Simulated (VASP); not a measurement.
# TiO2 (C2/m) in VASP: single point with LDA

Aim: the single point of TiO2 with LDA.

All numbers are computed with VASP 6.6.1; they aren't measurements. Logs are shortened: lines on timing, memory, paths and dates and some standing lists are left out, and cuts for length are marked.

## 1. The cell of the first run

The structure is monoclinic, space group C2/m (No. 12). Conventional cell: a = 6.401 Å, b = 6.594 Å, c = 2.960 Å, α = 90.00°, β = 92.45°, γ = 90.00°. Within 2.6 Å of Ti (site symmetry 2/m) lie 6 O at 1.96 Å. Ti (site symmetry 2/m) has 6 O at 1.89 to 2.02 Å within 2.5 Å. O (site symmetry m) has 3 Ti at 1.89 to 1.97 Å and 1 O at 2.48 Å within 2.5 Å. Within 2.6 Å of O (site symmetry 2) lie 3 Ti at 1.96 to 2.02 Å and 1 O at 2.56 Å.

## 2. Single point, LDA (equal xy, yz and zx shear strains of -3 %)

INCAR reads:

```
PREC     = Accurate       # precision mode
ENCUT    = 520            # plane-wave cutoff, eV
EDIFF    = 1E-7           # SCF threshold, eV
ISMEAR   = -1             # smearing method
SIGMA    = 0.05           # smearing width, eV
LREAL    = False          # projectors in reciprocal space
LASPH    = True           # aspherical terms in the spheres
NELM     = 100            # most SCF steps
ALGO     = Normal         # electronic algorithm
ISIF     = 2              # what is computed and relaxed
LWAVE    = False          # write WAVECAR
LCHARG   = False          # write CHGCAR
NBANDS   = 33             # bands
```

KPOINTS reads:

```
Automatic mesh
0
Gamma
  7 7 10
```

POSCAR reads:

```
TiO2
1.0
    4.5940000000     -0.0689100000     -0.0689100000
   -0.0689100000      4.5940000000     -0.0689100000
   -0.0443850000     -0.0443850000      2.9590000000
Ti O
2 4
Direct
    0.0000000000      0.0000000000      0.0000000000
    0.5000000000      0.5000000000      0.5000000000
    0.3060000000      0.3060000000      0.0000000000
    0.1940000000      0.8060000000      0.5000000000
    0.6940000000      0.6940000000      0.0000000000
    0.8060000000      0.1940000000      0.5000000000
```

Potentials or basis: VASP PAW LDA potentials, release 64 (Ti_sv, O).

On the command line:

```console
cat potpaw_LDA.64/Ti_sv/POTCAR potpaw_LDA.64/O/POTCAR > POTCAR
mpirun -np 1 vasp_std > vasp.out
```

OUTCAR:

```text
PREC = Accurate
   ENCUT = 520
   EDIFF = 1E-7
   ISMEAR = -1
   LREAL = False
   LASPH = True
   NELM = 100
   ISIF = 2

 ion  position               nearest neighbor table
   1  0.000  0.000  0.000-   4 1.96   6 1.96   4 1.96   6 1.96   5 1.96   3 1.96
   2  0.500  0.500  0.500-   5 1.89   3 1.89   3 1.97   5 1.97   4 2.02   6 2.02
   3  0.306  0.306  0.000-   2 1.89   1 1.96   2 1.97
   4  0.194  0.806  0.500-   1 1.96   1 1.96   2 2.02
   5  0.694  0.694  0.000-   2 1.89   1 1.96   2 1.97
   6  0.806  0.194  0.500-   1 1.96   1 1.96   2 2.02

  LATTYP: Found a base centered monoclinic cell.
 ALAT       =     8.5306711997
 B/A-ratio  =     0.7730166136
 C/A-ratio  =     0.3469440599
 COS(beta)  =    -0.6618260277

  Lattice vectors:

 A1 = (  -4.5496150000,   0.1132950000,  -2.8900900000)
 A2 = (   0.1132950000,  -4.5496150000,  -2.8900900000)
 A3 = (  -0.0443850000,  -0.0443850000,   2.9590000000)

Analysis of symmetry for initial positions (statically):
=====================================================================
 Subroutine PRICEL returns:
 Original cell was already a primitive cell.

 Routine SETGRP: Setting up the symmetry group for a
 base centered monoclinic supercell.

 Subroutine GETGRP returns: Found  4 space group operations
 (whereof  4 operations were pure point group operations)
 out of a pool of  4 trial point group operations.

The static configuration has the point symmetry C_2h.

Analysis of symmetry for dynamics (positions and initial velocities):
=====================================================================
 Subroutine PRICEL returns:
 Original cell was already a primitive cell.

 Routine SETGRP: Setting up the symmetry group for a
 base centered monoclinic supercell.

 Subroutine GETGRP returns: Found  4 space group operations
 (whereof  4 operations were pure point group operations)
 out of a pool of  4 trial point group operations.

The dynamic configuration has the point symmetry C_2h.

 Subroutine INISYM returns: Found  4 space group operations
 (whereof  4 operations are pure point group operations),
 and found     1 'primitive' translations

----------------------------------------------------------------------------------------

                                     Primitive cell

  volume of cell :      62.4066

  direct lattice vectors                    reciprocal lattice vectors
     4.594000000 -0.068910000 -0.068910000     0.217774720  0.003316366  0.003316366
    -0.068910000  4.594000000 -0.068910000     0.003316366  0.217774720  0.003316366
    -0.044385000 -0.044385000  2.959000000     0.005148830  0.005148830  0.338106476

  length of vectors
     4.595033534  4.595033534  2.959665700     0.217825217  0.217825217  0.338184875

  position of ions in fractional coordinates (direct lattice)
     0.000000000  0.000000000  0.000000000
     0.500000000  0.500000000  0.500000000
     0.306000000  0.306000000  0.000000000
     0.194000000  0.806000000  0.500000000
     0.694000000  0.694000000  0.000000000
     0.806000000  0.194000000  0.500000000

  ion indices of the primitive-cell ions
   primitive index   ion index
                 1           1
                 2           2
                 3           3
                 4           4
                 5           5
                 6           6

----------------------------------------------------------------------------------------

 KPOINTS: Automatic mesh

Automatic generation of k-mesh.
 Grid dimensions read from file:
 generate k-points for:    7    7   10

 Generating k-lattice:

  Cartesian coordinates                     Fractional coordinates (reciprocal lattice)
     0.031110674  0.000473767  0.000473767     0.142857143 -0.000000000  0.000000000
     0.000473767  0.031110674  0.000473767    -0.000000000  0.142857143  0.000000000
     0.000514883  0.000514883  0.033810648     0.000000000  0.000000000  0.100000000

  Length of vectors
     0.031117888  0.031117888  0.033818488

  Shift w.r.t. Gamma in fractional coordinates (k-lattice)
     0.000000000  0.000000000  0.000000000

 Subroutine IBZKPT returns following result:
 ===========================================

 Found    144 irreducible k-points:

 Following reciprocal coordinates:
            Coordinates               Weight
  0.000000  0.000000  0.000000      1.000000
  0.142857 -0.000000  0.000000      4.000000
  0.285714 -0.000000 -0.000000      4.000000
  0.428571  0.000000  0.000000      4.000000
  0.142857  0.142857  0.000000      2.000000
  0.285714  0.142857  0.000000      4.000000
[... 16 lines left out ...]
 -0.142857 -0.000000  0.100000      4.000000
  0.142857  0.142857  0.100000      2.000000
 [... further k-points ...]
   k-points           NKPTS =    144   k-points in BZ     NKDIM =    144   number of bands    NBANDS=     33
   number of dos      NEDOS =    301   number of ions     NIONS =      6
   total plane-waves  NPLWV =  31104
   dimension x,y,z NGX =    36 NGY =   36 NGZ =   24
   dimension x,y,z NGXF=    72 NGYF=   72 NGZF=   48
   ions per type =               2   4
   NGX,Y,Z   is equivalent  to a cutoff of  13.02, 13.02, 13.48 a.u.
   NGXF,Y,Z  is equivalent  to a cutoff of  26.05, 26.05, 26.96 a.u.
 SYSTEM =  unknown system
   PREC   = accura    normal or accurate (medium, high low for compatibility)
   ISTART =      0    job   : 0-new  1-cont  2-samecut
   ICHARG =      2    charge: 1-file 2-atom 10-const
   ISPIN  =      1    spin polarized calculation?
   LNONCOLLINEAR =      F non collinear calculations
   LSORBIT =      F    spin-orbit coupling
   LASPH  =      T    aspherical Exc in radial PAW
   ENCUT  =  520.0 eV  38.22 Ry    6.18 a.u.   8.54  8.54  5.50*2*pi/ulx,y,z
   NELM   =    100;   NELMIN=  2; NELMDL= -5     # of ELM steps
   EDIFF  = 0.1E-06   stopping-criterion for ELM
   LREAL  =      F    real-space projection
   EDIFFG = 0.1E-05   stopping-criterion for IOM
   NSW    =      0    number of steps for IOM
   IBRION =     -1    ionic relax: 0-MD 1-quasi-New 2-CG
   NFREE  =      0    steps in history (QN), initial steepest desc. (CG)
   ISIF   =      2    stress and relaxation
   ISYM   =      2    0-nonsym 1-usesym 2-fastsym
   POTIM  = 0.5000    time-step for ionic-motion
   TEBEG  =    0.0;   TEEND  =   0.0 temperature during run
   PSTRESS=    0.0 pullay stress
   NELECT =      48.0000    total number of electrons
   NUPDOWN=      -1.0000    fix difference up-down
   EMIN   =  10.00;   EMAX   =-10.00  energy-range for DOS
   EFERMI =   0.00;   METHOD = LEGACY
   ISMEAR =    -1;   SIGMA  =   0.05  broadening in eV -4-tet -1-fermi 0-gaus
   EFERMI_NEDOS =   21; number of points for ismear=-14 and -15
   IALGO  =     38    algorithm
   IMIX   =      4    mixing-type and parameters
     AMIX     =   0.40;   BMIX     =  1.00
     AMIX_MAG =   1.60;   BMIX_MAG =  1.00
  volume/ion in A,a.u.               =      10.40        70.19
  Fermi-wavevector in a.u.,A,eV,Ry     =   1.499955  2.834505 30.611285  2.249866
  Thomas-Fermi vector in A             =   2.611518
   LORBIT       =      0    0 simple, 1 ext, 2 COOP (PROOUT), +10 PAW based schemes
   GGA     = CA    functional components
   LHFCALC =     F    Hartree Fock is set to
   AEXX    =    0.0000 exact exchange contribution
   IVDW    =     0    specifies the selected vdW correction
   LEPSILON=     F    determine dielectric tensor
   LRPA    =     F    only Hartree local field effects (RPA)
 non-spin polarized calculation
  energy-cutoff  :      520.00
  volume of cell :       62.41
 maximum number of plane-waves:      1702
 NGX is ok and might be reduce to    36
   NGX = 17   NGY = 17   NGZ = 11

 number of electron      48.0000015 magnetization

 Free energy of the ion-electron system (eV)
  ---------------------------------------------------
  ext. energy  EPLUGINS =         0.00000000
  ---------------------------------------------------
  free energy    TOTEN  =       -58.64571227 eV

  energy without entropy =      -58.64571227  energy(sigma->0) =      -58.64571227

 E-fermi :   5.4114     XC(G=0): -11.9907

 val. band max:        4.5349836822   @ k =   0.0000   0.0000   0.0000
 cond. band min:       6.3626030129   @ k =   0.0000   0.0000   0.0000
 fundamental gap:      1.8276193307
 Fermi energy:         5.4113794170

 k-point     1 :       0.0000    0.0000    0.0000
  band No.  band energies     occupation
      1     -51.6546      2.00000
      2     -51.5516      2.00000
      3     -28.3936      2.00000
      4     -28.2775      2.00000
      5     -28.1687      2.00000
      6     -28.1490      2.00000
[... 25 lines left out ...]
     32      11.1407      0.00000
     33      11.3526      0.00000

 k-point     2 :       0.1429   -0.0000    0.0000
  band No.  band energies     occupation
      1     -51.6544      2.00000
      2     -51.5518      2.00000
      3     -28.3867      2.00000
      4     -28.2713      2.00000
      5     -28.1683      2.00000
      6     -28.1569      2.00000
[... 25 lines left out ...]
     32      11.0848      0.00000
     33      11.2874      0.00000

 k-point     3 :       0.2857   -0.0000   -0.0000
  band No.  band energies     occupation
      1     -51.6540      2.00000
      2     -51.5521      2.00000
      3     -28.3691      2.00000
      4     -28.2537      2.00000
      5     -28.1768      2.00000
      6     -28.1671      2.00000
[... 25 lines left out ...]
     32      10.9531      0.00000
     33      11.1258      0.00000

 k-point     4 :       0.4286    0.0000    0.0000
  band No.  band energies     occupation
      1     -51.6537      2.00000
      2     -51.5524      2.00000
      3     -28.3518      2.00000
      4     -28.2296      2.00000
      5     -28.1963      2.00000
      6     -28.1908      2.00000
[... 25 lines left out ...]
     32      10.8434      0.00000
     33      10.9206      0.00000

 k-point     5 :       0.1429    0.1429    0.0000
  band No.  band energies     occupation
      1     -51.6542      2.00000
      2     -51.5520      2.00000
      3     -28.3677      2.00000
      4     -28.2806      2.00000
      5     -28.1776      2.00000
      6     -28.1677      2.00000
[... 604 lines left out ...]
 k-point    22 :      -0.2857   -0.0000    0.1000
  band No.  band energies     occupation
      1     -51.6498      2.00000
      2     -51.5481      2.00000
      3     -28.3634      2.00000
      4     -28.2469      2.00000
      5     -28.2185      2.00000
      6     -28.1647      2.00000
[... 25 lines left out ...]
     32      10.7153      0.00000
     33      10.8559      0.00000

 k-point    23 :      -0.1429   -0.0000    0.1000
  band No.  band energies     occupation
      1     -51.6502      2.00000
      2     -51.5478      2.00000
      3     -28.3781      2.00000
      4     -28.2625      2.00000
      5     -28.2157      2.00000
      6     -28.1517      2.00000
[... 25 lines left out ...]
     32      10.8964      0.00000
     33      11.0708      0.00000

 k-point    24 :       0.1429    0.1429    0.1000
  band No.  band energies     occupation
      1     -51.6499      2.00000
      2     -51.5480      2.00000
      3     -28.3529      2.00000
      4     -28.2714      2.00000
      5     -28.2237      2.00000
      6     -28.1715      2.00000
[... 25 lines left out ...]
     32      10.9033      0.00000
     33      10.9893      0.00000

 [... further k-points ...]

------------------------ aborting loop because EDIFF is reached ----------------------------------------

  FORCE on cell =-STRESS in cart. coord.  units (eV):
  Direction    XX          YY          ZZ          XY          YZ          ZX
  --------------------------------------------------------------------------------------
  -------------------------------------------------------------------------------------
  Total       -2.0213662     -2.0213662     -3.0377817      2.6665645      1.7898877      1.7898874
  in kB      -51.8949164    -51.8949164    -77.9895426     68.4592154     45.9521259     45.9521178
  external PRESSURE =     -60.5931251 kB  Pullay stress =       0.0000000 kB

 VOLUME and BASIS-vectors are now :
 -----------------------------------------------------------------------------
  energy-cutoff  :      520.00
  volume of cell :       62.41
      direct lattice vectors                 reciprocal lattice vectors
     4.594000000 -0.068910000 -0.068910000     0.217774720  0.003316366  0.003316366
    -0.068910000  4.594000000 -0.068910000     0.003316366  0.217774720  0.003316366
    -0.044385000 -0.044385000  2.959000000     0.005148830  0.005148830  0.338106476

 POSITION                                       TOTAL-FORCE (eV/Angst)
 -----------------------------------------------------------------------------------
      0.00000      0.00000      0.00000        -0.000000     -0.000000      0.000000
      2.24035      2.24035      1.41059        -0.000000     -0.000000      0.000000
      1.38468      1.38468     -0.04217        -0.112778     -0.112778     -0.366851
      0.81350      3.66720      1.41059         0.101148     -0.101148      0.000000
      3.14041      3.14041     -0.09565         0.112778      0.112778      0.366851
      3.66720      0.81350      1.41059        -0.101148      0.101148      0.000000
 -----------------------------------------------------------------------------------
    total drift:                               -0.000000      0.000000      0.000000

  FREE ENERGIE OF THE ION-ELECTRON SYSTEM (eV)
  ---------------------------------------------------
  free  energy   TOTEN  =       -58.6457122748 eV

  energy  without entropy=      -58.6457122740  energy(sigma->0) =      -58.64571227
```

Wall time 2 min (1 thread of Intel Xeon 6975P-C (Granite Rapids), shared host); peak memory 0.32 GiB.

What came out:

| Property | Result |
| --- | --- |
| Free energy | -58.6457 eV |
| Pressure | -6.1 GPa |
| Largest force | 0.400 eV/Å |
| Band gap on the k mesh | 1.83 eV |

Forces in eV/Å, atoms in the order of the input:
```
Ti   0.000  0.000  0.000
Ti   0.000  0.000  0.000
O   -0.113 -0.113 -0.367
O    0.101 -0.101  0.000
O    0.113  0.113  0.367
O   -0.101  0.101  0.000
```

Stress tensor (GPa, compression positive):
```
-5.19  6.85  4.60
 6.85 -5.19  4.60
 4.60  4.60 -7.80
```

Caveat: the cell differs from its parent crystal (equal xy, yz and zx shear strains of -3 %); the cell stands under tension. A k mesh can miss the band edges.
